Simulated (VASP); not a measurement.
Runs of VASP 6.6.1 on MgO. The structure is that of space group P-6m2 (No. 187), or close to it. The cells are those of the table. 

| cell | gap on the mesh (eV) | pressure (GPa) |
| --- | --- | --- |
| a = 2.718, b = 2.718, c = 2.680 Å, angles 90.0, 90.0, 120.0°, 2 atoms | (c) | 22.1 |
| a = 3.323, b = 3.323, c = 2.680 Å, angles 90.0, 90.0, 120.0°, 2 atoms | (b) | -20.7 |
| a = 3.158, b = 3.158, c = 2.680 Å, angles 90.0, 90.0, 120.0°, 2 atoms | 1.47 | -16.7 |
| a = 2.497, b = 2.497, c = 2.680 Å, angles 90.0, 90.0, 120.0°, 2 atoms | 3.44 | 75.4 |
| a = 3.379, b = 3.379, c = 2.680 Å, angles 90.0, 90.0, 120.0°, 2 atoms | 0.20 | (a) |

Alike in all rows: task single point; level PBEsol; potentials or basis VASP PAW PBE potentials, release 64 (Mg, O); no spin polarisation; k mesh 9 × 9 × 8; cutoff (eV) 520; smearing gaussian 0.05 eV.

Problem. Fill in the values left out.

Solution. (a) -21.5; (b) 0.50; (c) 3.60.

Caveats: the PAW data sets were made with another functional, which shifts forces and pressure a little.

A k mesh can miss the band edges.
